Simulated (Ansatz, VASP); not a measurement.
One calculation of Be2Pd, two programs

```
Be Pd
1.0
     5.15341    0.00000    0.00000
     0.00000    5.15341    0.00000
     0.00000    0.00000    3.40777
Be Pd
4 2
Direct
  0.30434 0.30434 0.00000
  0.19566 0.80434 0.50000
  0.69566 0.69566 0.00000
  0.80434 0.19566 0.50000
  0.00000 0.00000 0.00000
  0.50000 0.50000 0.50000
```

Alike in both runs: task relaxation of cell and atoms; functional PBE; k mesh 8 × 8 × 12; occupations gaussian, width 0.1 eV; no spin polarisation.

|  | VASP | Ansatz |
| --- | --- | --- |
| version | VASP 6.6.1 | Ansatz 0.2.0 |
| potentials or method | VASP PAW PBE potentials, release 64 (Be, Pd), cutoff 600 eV | scalar-relativistic, plane waves, PAW |
| valence electrons in the cell | 28 | 44 |

VASP gave:

- gap on the k mesh at the Fermi level, each at its own relaxed structure (eV): none
- relaxed volume (Å³/atom): 14.26
- relaxed length of the cell vector where the two differ most in proportion (Å): 4.053

Task: What did Ansatz give for the same quantities?

Result: gap on the k mesh at the Fermi level, each at its own relaxed structure (eV): none; relaxed volume (Å³/atom): 14.24; relaxed length of the cell vector where the two differ most in proportion (Å): 4.051.

A gap of «none» marks a metal or a gap that the smearing closes. VASP's potentials hold 28 valence electrons a cell and Ansatz's 44, so a difference there can come from the potentials and not from the codes.
